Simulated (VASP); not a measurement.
Si: electric field gradients with PBE

The system is Si.

```
Si
1.0
    -2.30565    2.38314    1.27324
     2.26740   -2.42139    1.27676
     2.23460    2.35386   -1.34429
Si
2
Direct
  0.80700 0.55700 0.25000
  0.19300 0.44300 0.75000
```

This cell differs from its parent crystal: equal xy, yz and zx shear strains of -3 %.

| Property | Result |
| --- | --- |
| Program | VASP 6.6.1 |
| Task | electric field gradients |
| Functional | PBE |
| Potentials or basis | VASP PAW PBE potentials, release 64 (Si) |
| Cutoff | 520 eV |
| k mesh | 16 × 16 × 16 |
| Occupations | fermi-dirac, width 0.05 eV |
| Spin | no spin polarisation |
| Dipole correction | no |
| Further INCAR settings | ALGO = Normal; EDIFF = 1e-08; NBANDS = 11 |

| Property | Result |
| --- | --- |
| Pressure | 15.7 GPa |
| Largest force | 0.112 eV/Å |
| Band gap on the k mesh | zero (bands 4 and 5 overlap by 7.56 eV) |
| Largest electric field gradient by atom | Si -26.2 V/Å² |

Forces in eV/Å, atoms in the order of the input:
```
Si  -0.102  0.046 -0.004
Si   0.102 -0.046  0.004
```

Stress tensor (GPa, compression positive):
```
14.78  2.58  2.04
 2.58 17.79  2.51
 2.04  2.51 14.57
```

Levels at points of the mesh, in eV from the Fermi level:
```csv
k point,band 1,band 2,band 3,band 4,band 5,band 6,band 7,band 8,band 9
"(0.00, 0.00, 0.00)",-14.81,-3.15,-2.27,-1.69,1.16,7.79,9.18,9.99,10.43
"(0.50, 0.00, 0.00)",-7.73,-7.47,-1.97,-1.51,-1.46,-0.06,4.39,4.80,10.48
"(0.00, 0.50, 0.00)",-7.60,-7.20,-2.92,-2.35,-1.69,0.99,4.67,5.90,9.98
"(0.50, 0.50, 0.00)",-11.56,-11.54,0.42,0.44,3.23,3.29,8.43,8.85,10.60
"(0.00, 0.00, 0.50)",-11.35,-11.35,-0.10,-0.09,2.65,2.69,8.61,8.73,10.42
"(0.50, 0.00, 0.50)",-8.13,-7.40,-2.96,-1.73,-1.22,1.32,5.82,6.63,9.02
"(0.00, 0.50, 0.50)",-8.13,-7.77,-1.95,-1.25,-0.85,0.39,5.43,5.67,9.78
"(0.50, 0.50, 0.50)",-9.20,-8.16,-7.68,-7.39,5.81,6.56,14.17,14.62,14.87
```

Electric field gradients, principal values (V/Å²):
```tsv
atom	least	middle	greatest (by size)
1 Si	8.686	17.478	-26.164
2 Si	8.686	17.478	-26.164
```

It took 8.9 min on 1 thread of Intel(R) Xeon(R) Platinum 8124M CPU @ 3.00GHz (Skylake/Cascade Lake), on a shared host, peak memory 0.56 GiB.

Caveat: the cell differs from its parent crystal (equal xy, yz and zx shear strains of -3 %); the cell stands under pressure; without QUAD_EFG the Cq values of the log hold for a quadrupole moment of 1 mb, not for the nuclei.
